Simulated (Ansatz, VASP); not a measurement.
**One calculation of BN, two programs**

```
B N
1.0
     2.31480    0.00000    0.00000
     0.00000    2.31480    0.00000
     0.00000    0.00000    2.31480
B N
1 1
Cartesian
  0.0000 0.0000 0.0000
  1.1574 1.1574 1.1574
```

Alike in both runs: task single point; functional r2SCAN; k mesh 8 × 8 × 8; occupations fermi-dirac, width 0.05 eV; no spin polarisation.

|  | VASP | Ansatz |
| --- | --- | --- |
| version | VASP 6.6.1 | Ansatz 0.2.0 |
| potentials or method | VASP PAW PBE potentials, release 64 (B, N) | plane waves |
| plane-wave cutoff (eV) | 520 | 500 |
| valence electrons in the cell | 8 | 8 |

```tsv
	VASP	Ansatz	Ansatz less VASP
pressure (GPa)	-0.9	-0.9	+0.03
```

VASP's potentials were made for PBE, not for r2SCAN.
